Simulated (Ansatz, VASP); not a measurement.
# Two plane-wave programs on Cd4Te

```
Cd Te
1.0
     0.00000    4.23925    4.23925
     4.23925    0.00000    4.23925
     4.23925    4.23925    0.00000
Cd Te
4 1
Cartesian
  3.1791 5.2994 3.1791
  5.2994 5.2994 5.2994
  5.2994 3.1791 3.1791
  3.1791 3.1791 5.2994
  2.1196 2.1196 2.1196
```

Alike in both runs: functional PBE; k mesh 8 × 8 × 8; occupations gaussian, width 0.1 eV; no spin polarisation.

Ansatz relaxed the structure, and its values are those at the end. VASP's run is a single point on that final structure, the one shown.

```csv
,VASP,Ansatz
version,VASP 6.6.1,Ansatz 0.2.0
potentials or method,"VASP PAW PBE potentials, release 64 (Cd, Te), cutoff 520 eV","scalar-relativistic, plane waves, PAW"
valence electrons in the cell,54,96
```

Ansatz gave:

* gap on the k mesh at the Fermi level (eV): none
* pressure (GPa): 0.0

Q: Estimate VASP's values.

A: gap on the k mesh at the Fermi level (eV): none; pressure (GPa): 0.2.

A gap of «none» marks a metal or a gap that the smearing closes. VASP's potentials hold 54 valence electrons a cell and Ansatz's 96, so a difference there can come from the potentials and not from the codes.

Neither program's run includes spin-orbit coupling.
